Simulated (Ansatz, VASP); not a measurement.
Two plane-wave programs on Zn

```
CELL_PARAMETERS angstrom
4.00577 0.00000 0.00000
0.00000 4.00577 0.00000
0.00000 0.00000 4.00577
ATOMIC_POSITIONS crystal
Zn 0.99999 0.99999 0.99999
Zn 0.50001 0.00001 0.49999
Zn 0.49999 0.50001 0.00001
Zn 0.00001 0.49999 0.50001
```

Alike in both runs: functional PBE; k mesh 12 × 12 × 12; occupations gaussian, width 0.1 eV; no spin polarisation.

Ansatz relaxed the structure, and its values are those at the end. VASP's run is a single point on that final structure, the one shown.

|  | VASP | Ansatz |
| --- | --- | --- |
| version | VASP 6.6.1 | Ansatz 0.2.0 |
| potentials or method | VASP PAW PBE potentials, release 64 (Zn), cutoff 520 eV | scalar-relativistic, plane waves, PAW |
| valence electrons in the cell | 48 | 48 |

```csv
,VASP,Ansatz,Ansatz less VASP
gap on the k mesh at the Fermi level (eV),none,none,-
pressure (GPa),-3.7,-3.4,+0.22
```

A gap of «none» marks a metal or a gap that the smearing closes. Ansatz's warnings: stress scf threshold loose.
